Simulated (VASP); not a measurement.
# Hf7CrO16 (a cell with a defect) in VASP: electric field gradients with PBE

Aim: the electric field gradients of Hf7CrO16 (a cell with a defect) with PBE.

Program: VASP 6.6.1. These are calculated values, not measurements. Logs are shortened: lines on timing, memory, paths and dates and some standing lists are left out, and cuts for length are marked.

## 1. The cell of the first run

The cell holds a defect, 24 atoms: a = 7.117 Å, b = 7.117 Å, c = 7.117 Å, α = 60.00°, β = 60.00°, γ = 60.00°.

## 2. Electric field gradients, PBE, collinear spin, ferromagnetic start

INCAR reads:

```
  ALGO = Normal
  EDIFF = 1E-8
  ENCUT = 520
  GGA = PE
  ISIF = 2
  ISMEAR = -1
  ISPIN = 2
  LASPH = True
  LCHARG = False
  LEFG = True
  LMAXMIX = 4
  LORBIT = 11
  LREAL = Auto
  LWAVE = False
  MAGMOM = 3 0 0 0 0 0 0 0 0 0 0 0 0 0 0 0 0 0 0 0 0 0 0 0
  NBANDS = 111
  NELECT = 179.0
  NELM = 150
  PREC = Accurate
  SIGMA = 0.01
```

KPOINTS reads:

```
k-points
0
Gamma
  3 3 3
```

POSCAR reads:

```
Hf7CrO16
1.0
    0.0000000000      5.0321592200      5.0321592200
    5.0321592200      0.0000000000      5.0321592200
    5.0321592200      5.0321592200      0.0000000000
Cr Hf O
1 7 16
Direct
    0.0000000000      0.0000000000      0.0000000000
    0.0000000000      0.0000000000      0.5000000000
    0.0000000000      0.5000000000      0.0000000000
    0.0000000000      0.5000000000      0.5000000000
    0.5000000000      0.0000000000      0.0000000000
    0.5000000000      0.0000000000      0.5000000000
    0.5000000000      0.5000000000      0.0000000000
    0.5000000000      0.5000000000      0.5000000000
    0.3750000000      0.3750000000      0.3750000000
    0.3750000000      0.3750000000      0.8750000000
    0.3750000000      0.8750000000      0.3750000000
    0.3750000000      0.8750000000      0.8750000000
    0.8750000000      0.3750000000      0.3750000000
    0.8750000000      0.3750000000      0.8750000000
    0.8750000000      0.8750000000      0.3750000000
    0.8750000000      0.8750000000      0.8750000000
    0.1250000000      0.1250000000      0.1250000000
    0.1250000000      0.1250000000      0.6250000000
    0.1250000000      0.6250000000      0.1250000000
    0.1250000000      0.6250000000      0.6250000000
    0.6250000000      0.1250000000      0.1250000000
    0.6250000000      0.1250000000      0.6250000000
    0.6250000000      0.6250000000      0.1250000000
    0.6250000000      0.6250000000      0.6250000000
```

Potentials or basis: VASP PAW PBE potentials, release 64 (Cr_pv, Hf_pv, O).

Run with:

```
$ cat potpaw_PBE.64/Cr_pv/POTCAR potpaw_PBE.64/Hf_pv/POTCAR potpaw_PBE.64/O/POTCAR > POTCAR
$ mpirun -np 1 vasp_std > vasp.out
```

OUTCAR:

```text
EDIFF = 1E-8
   ENCUT = 520
   GGA = PE
   ISIF = 2
   ISMEAR = -1
   ISPIN = 2
   LASPH = True
   LORBIT = 11
   LREAL = Auto
   NELECT = 179.0
   NELM = 150
   PREC = Accurate

 ion  position               nearest neighbor table
   1  0.000  0.000  0.000-  12 2.18  14 2.18  15 2.18  16 2.18  17 2.18  18 2.18  19 2.18  21 2.18

   2  0.000  0.000  0.500-  11 2.18  13 2.18  15 2.18  16 2.18  17 2.18  18 2.18  20 2.18  22 2.18
                             4 3.56   6 3.56   3 3.56   5 3.56   3 3.56   4 3.56   8 3.56   5 3.56
   3  0.000  0.500  0.000-  10 2.18  13 2.18  14 2.18  16 2.18  17 2.18  19 2.18  20 2.18  23 2.18
                             4 3.56   7 3.56   2 3.56   4 3.56   8 3.56   2 3.56   5 3.56   5 3.56
   4  0.000  0.500  0.500-   9 2.18  13 2.18  14 2.18  15 2.18  18 2.18  19 2.18  20 2.18  24 2.18
                             8 3.56   2 3.56   3 3.56   3 3.56   7 3.56   2 3.56   6 3.56   6 3.56
   5  0.500  0.000  0.000-  10 2.18  11 2.18  12 2.18  16 2.18  17 2.18  21 2.18  22 2.18  23 2.18
                             6 3.56   7 3.56   2 3.56   6 3.56   8 3.56   3 3.56   7 3.56   8 3.56
   6  0.500  0.000  0.500-   9 2.18  11 2.18  12 2.18  15 2.18  18 2.18  21 2.18  22 2.18  24 2.18
                             8 3.56   2 3.56   5 3.56   5 3.56   7 3.56   4 3.56   7 3.56   8 3.56
   7  0.500  0.500  0.000-   9 2.18  10 2.18  12 2.18  14 2.18  19 2.18  21 2.18  23 2.18  24 2.18
                             8 3.56   3 3.56   5 3.56   4 3.56   6 3.56   8 3.56   5 3.56   6 3.56
   8  0.500  0.500  0.500-   9 2.18  10 2.18  11 2.18  13 2.18  20 2.18  22 2.18  23 2.18  24 2.18
                             7 3.56   4 3.56   6 3.56   3 3.56   5 3.56   7 3.56   2 3.56   5 3.56
   9  0.375  0.375  0.375-   4 2.18   6 2.18   7 2.18   8 2.18
  10  0.375  0.375  0.875-   3 2.18   5 2.18   7 2.18   8 2.18
  11  0.375  0.875  0.375-   2 2.18   5 2.18   6 2.18   8 2.18
  12  0.375  0.875  0.875-   1 2.18   5 2.18   6 2.18   7 2.18
  13  0.875  0.375  0.375-   2 2.18   3 2.18   4 2.18   8 2.18
  14  0.875  0.375  0.875-   1 2.18   3 2.18   4 2.18   7 2.18
[... 8 lines left out ...]
  23  0.625  0.625  0.125-   3 2.18   5 2.18   7 2.18   8 2.18
  24  0.625  0.625  0.625-   4 2.18   6 2.18   7 2.18   8 2.18

  LATTYP: Found a face centered cubic cell.
 ALAT       =    10.0643184400

  Lattice vectors:

 A1 = (   0.0000000000,   5.0321592200,   5.0321592200)
 A2 = (   5.0321592200,   0.0000000000,   5.0321592200)
 A3 = (   5.0321592200,   5.0321592200,   0.0000000000)

Analysis of symmetry for initial positions (statically):
=====================================================================
 Subroutine PRICEL returns:
 Original cell was already a primitive cell.

 Routine SETGRP: Setting up the symmetry group for a
 face centered cubic supercell.

 Subroutine GETGRP returns: Found 48 space group operations
 (whereof 48 operations were pure point group operations)
 out of a pool of 48 trial point group operations.

The static configuration has the point symmetry O_h .

Analysis of symmetry for dynamics (positions and initial velocities):
=====================================================================
 Subroutine PRICEL returns:
 Original cell was already a primitive cell.

 Routine SETGRP: Setting up the symmetry group for a
 face centered cubic supercell.

 Subroutine GETGRP returns: Found 48 space group operations
 (whereof 48 operations were pure point group operations)
 out of a pool of 48 trial point group operations.

The dynamic configuration has the point symmetry O_h .

Analysis of structural, dynamic, and magnetic symmetry:
=====================================================================
 Subroutine PRICEL returns:
 Original cell was already a primitive cell.

 Routine SETGRP: Setting up the symmetry group for a
 face centered cubic supercell.

 Subroutine GETGRP returns: Found 48 space group operations
 (whereof 48 operations were pure point group operations)
 out of a pool of 48 trial point group operations.

The overall configuration has the point symmetry O_h .

 Subroutine INISYM returns: Found 48 space group operations
 (whereof 48 operations are pure point group operations),
 and found     1 'primitive' translations

[... 164 lines left out ...]

  energy without entropy =     -228.92440652  energy(sigma->0) =     -228.92667347

 E-fermi :   6.6183     XC(G=0): -11.9340

 val. band max:        6.5818903411   @ k =  -0.3333   0.3333   0.0000
 cond. band min:       6.6225529032   @ k =   0.3333   0.0000   0.0000
 fundamental gap:      0.0406625621
 Fermi energy:         6.6182909281

 spin component 1

 k-point     1 :       0.0000    0.0000    0.0000
  band No.  band energies     occupation
      1     -35.6922      1.00000
      2     -35.6922      1.00000
      3     -35.6922      1.00000
      4     -25.7855      1.00000
      5     -25.7855      1.00000
      6     -25.7855      1.00000
[... 405 lines left out ...]
    100       9.2710      0.00000
    101       9.3169      0.00000
 Fermi energy:         6.6182909281

 spin component 2

 k-point     1 :       0.0000    0.0000    0.0000
  band No.  band energies     occupation
      1     -38.7556      1.00000
      2     -38.7555      1.00000
      3     -38.7555      1.00000
      4     -25.7920      1.00000
      5     -25.7920      1.00000
      6     -25.7920      1.00000
[... 405 lines left out ...]
    100       9.1901      0.00000
    101       9.2145      0.00000
 [bands above 101 left out]

------------------------ aborting loop because EDIFF is reached ----------------------------------------

  FORCE on cell =-STRESS in cart. coord.  units (eV):
  Direction    XX          YY          ZZ          XY          YZ          ZX
  --------------------------------------------------------------------------------------
  -------------------------------------------------------------------------------------
  Total       15.0932178     15.0932178     15.0932178      0.0000000      0.0000000      0.0000000
  in kB       94.8853806     94.8853806     94.8853806      0.0000000      0.0000000      0.0000000
  external PRESSURE =      94.8853806 kB  Pullay stress =       0.0000000 kB

 VOLUME and BASIS-vectors are now :
 -----------------------------------------------------------------------------
  energy-cutoff  :      520.00
  volume of cell :      254.85
      direct lattice vectors                 reciprocal lattice vectors
     0.000000000  5.032159220  5.032159220    -0.099360926  0.099360926  0.099360926
     5.032159220  0.000000000  5.032159220     0.099360926 -0.099360926  0.099360926
     5.032159220  5.032159220  0.000000000     0.099360926  0.099360926 -0.099360926

 POSITION                                       TOTAL-FORCE (eV/Angst)
 -----------------------------------------------------------------------------------
      0.00000      0.00000      0.00000        -0.000000      0.000000      0.000000
      2.51608      2.51608      0.00000        -0.000000     -0.000000     -0.000000
      2.51608      0.00000      2.51608        -0.000000      0.000000      0.000000
      5.03216      2.51608      2.51608        -0.000000      0.000000     -0.000000
      0.00000      2.51608      2.51608        -0.000000     -0.000000     -0.000000
      2.51608      5.03216      2.51608        -0.000000      0.000000     -0.000000
[... 16 lines left out ...]
      3.77412      3.77412      6.29020         0.146514      0.146514     -0.146514
      6.29020      6.29020      6.29020        -0.146514     -0.146514     -0.146514
 -----------------------------------------------------------------------------------
    total drift:                                0.000000      0.000000     -0.000000

  FREE ENERGIE OF THE ION-ELECTRON SYSTEM (eV)
  ---------------------------------------------------
  free  energy   TOTEN  =      -228.9289404086 eV

  energy  without entropy=     -228.9244065219  energy(sigma->0) =     -228.92667347

 Electric field gradients (V/A^2)
---------------------------------------------------------------------
 ion       V_xx      V_yy      V_zz      V_xy      V_xz      V_yz
---------------------------------------------------------------------
   1      -0.000     0.000     0.000    -0.001    -0.001    -0.001
   2      -3.521    -3.521     7.042   -31.611    -0.001    -0.001
   3      -3.521     7.042    -3.521    -0.001   -31.611    -0.001
   4       7.042    -3.521    -3.521    -0.000    -0.000    31.612
   5       7.042    -3.521    -3.521    -0.001    -0.001   -31.611
   6      -3.521     7.042    -3.521    -0.000    31.612    -0.000
[... 16 lines left out ...]
  23      -0.000    -0.000     0.000     0.814    -0.808    -0.808
  24      -0.000    -0.000    -0.000     0.814     0.814     0.814
---------------------------------------------------------------------

 Electric field gradients after diagonalization (V/A^2)
 (convention: |V_zz| > |V_xx| > |V_yy|)
----------------------------------------------------------------------
 ion       V_xx      V_yy      V_zz     asymmetry (V_yy - V_xx)/ V_zz
----------------------------------------------------------------------
   1       0.001     0.001    -0.002       0.000
   2      28.090     7.042   -35.133       0.599
   3      28.090     7.042   -35.133       0.599
   4      28.091     7.042   -35.133       0.599
   5      28.090     7.042   -35.133       0.599
   6      28.091     7.042   -35.133       0.599
[... 16 lines left out ...]
  23      -0.814    -0.806     1.620       0.005
  24      -0.814    -0.814     1.627       0.000
----------------------------------------------------------------------

           NMR quadrupolar parameters

 Cq : quadrupolar parameter    Cq=e*Q*V_zz/h
 eta: asymmetry parameters     (V_yy - V_xx)/ V_zz
 Q  : nuclear electric quadrupole moment in mb (millibarn)
----------------------------------------------------------------------
 ion       Cq(MHz)       eta       Q (mb)
----------------------------------------------------------------------
   1      -0.000       0.000       1.000
   2      -0.085       0.599       1.000
   3      -0.085       0.599       1.000
   4      -0.085       0.599       1.000
   5      -0.085       0.599       1.000
   6      -0.085       0.599       1.000
[... 16 lines left out ...]
  23       0.004       0.005       1.000
  24       0.004       0.000       1.000
----------------------------------------------------------------------

 total charge

# of ion       s       p       d       tot
------------------------------------------
    1        0.218   6.219   3.921  10.358
    2        0.304   6.611   1.431   8.347
    3        0.304   6.611   1.431   8.347
    4        0.304   6.611   1.431   8.347
    5        0.304   6.611   1.431   8.347
    6        0.304   6.611   1.431   8.347
[... 16 lines left out ...]
   23        1.564   3.576   0.000   5.140
   24        1.564   3.576   0.000   5.140
--------------------------------------------------
tot         27.373 109.383  13.946 150.702

 magnetization (x)

# of ion       s       p       d       tot
------------------------------------------
    1       -0.021  -0.021  -2.854  -2.895
    2       -0.001  -0.003  -0.013  -0.017
    3       -0.001  -0.003  -0.013  -0.017
    4       -0.001  -0.003  -0.013  -0.017
    5       -0.001  -0.003  -0.013  -0.017
    6       -0.001  -0.003  -0.013  -0.017
[... 16 lines left out ...]
   23       -0.000   0.002   0.000   0.002
   24       -0.000   0.002   0.000   0.002
--------------------------------------------------
tot         -0.037   0.105  -2.940  -2.873
```

Run time: 8.2 min. Hardware: 1 thread of Intel Xeon 6975P-C (Granite Rapids), shared host; peak memory 0.59 GiB.

What came out:

- Free energy: -228.9289 eV
- Largest force: 0.254 eV/Å
- Net moment: -3.00 μB per cell
- Site moments: Cr -2.90; Hf -0.02, -0.01; O +0.00, +0.01 μB
- Valence electrons inside the program's atomic spheres: Cr 10.36; Hf 8.35; O 5.14, 5.10

Forces on the atoms (eV/Å):
```
Cr   0.000  0.000  0.000
Hf   0.000  0.000  0.000
Hf   0.000  0.000  0.000
Hf   0.000  0.000  0.000
Hf   0.000  0.000  0.000
Hf   0.000  0.000  0.000
Hf   0.000  0.000  0.000
Hf   0.000  0.000  0.000
O    0.147  0.147  0.147
O   -0.147 -0.147  0.147
O   -0.147  0.147 -0.147
O   -0.083  0.083  0.083
O    0.147 -0.147 -0.147
O    0.083 -0.083  0.083
O    0.083  0.083 -0.083
O   -0.083 -0.083 -0.083
O    0.083  0.083  0.083
O   -0.083 -0.083  0.083
O   -0.083  0.083 -0.083
O   -0.147  0.147  0.147
O    0.083 -0.083 -0.083
O    0.147 -0.147  0.147
O    0.147  0.147 -0.147
O   -0.147 -0.147 -0.147
```

Levels at points of the mesh, in eV from the Fermi level:
Spin up:
| k point | band 84 | band 85 | band 86 | band 87 | band 88 | band 89 | band 90 | band 91 | band 92 | band 93 |
| --- | --- | --- | --- | --- | --- | --- | --- | --- | --- | --- |
| (0.00, 0.00, 0.00) | -2.71 | -2.71 | -2.11 | -2.11 | -2.00 | 1.23 | 1.23 | 1.63 | 1.68 | 1.68 |
Spin down:
```
           k point  band 88  band 89  band 90  band 91  band 92  band 93  band 94  band 95
(0.00, 0.00, 0.00)    -1.96    -1.96    -1.94    -0.10    -0.10    -0.10     1.53     1.70
```

Electric field gradients, principal values (V/Å²):
```
atom    least   middle  greatest (by size)
1 Cr    0.001    0.001              -0.002
2 Hf    7.042   28.090             -35.133
3 Hf    7.042   28.090             -35.133
4 Hf    7.042   28.091             -35.133
5 Hf    7.042   28.090             -35.133
6 Hf    7.042   28.091             -35.133
7 Hf    7.042   28.091             -35.133
8 Hf    0.000    0.000              -0.001
 9 O   -0.814   -0.814               1.627
10 O   -0.806   -0.814               1.620
11 O   -0.806   -0.814               1.620
12 O  -11.446  -11.453              22.900
13 O   -0.806   -0.814               1.620
14 O  -11.446  -11.453              22.900
15 O  -11.446  -11.453              22.900
16 O  -11.453  -11.453              22.907
17 O  -11.453  -11.453              22.907
18 O  -11.446  -11.453              22.900
19 O  -11.446  -11.453              22.900
20 O   -0.806   -0.814               1.620
21 O  -11.446  -11.453              22.900
22 O   -0.806   -0.814               1.620
23 O   -0.806   -0.814               1.620
24 O   -0.814   -0.814               1.627
```

Caveat: the k points lie up to 0.36 Å⁻¹ apart; the cell carries a net charge on a neutralising background, which shifts energy and pressure; the cell is charged against a uniform background, so pressure and absolute levels hang on convention; without QUAD_EFG the Cq values of the log hold for a quadrupole moment of 1 mb, not for the nuclei; spin-orbit coupling is left out, which moves the levels of the heavy elements; semilocal functionals often make such compounds metallic where correlation or magnetic order opens a gap, which also shifts bond lengths; only a ferromagnetic start was run, and an antiferromagnetic order may lie lower in energy.
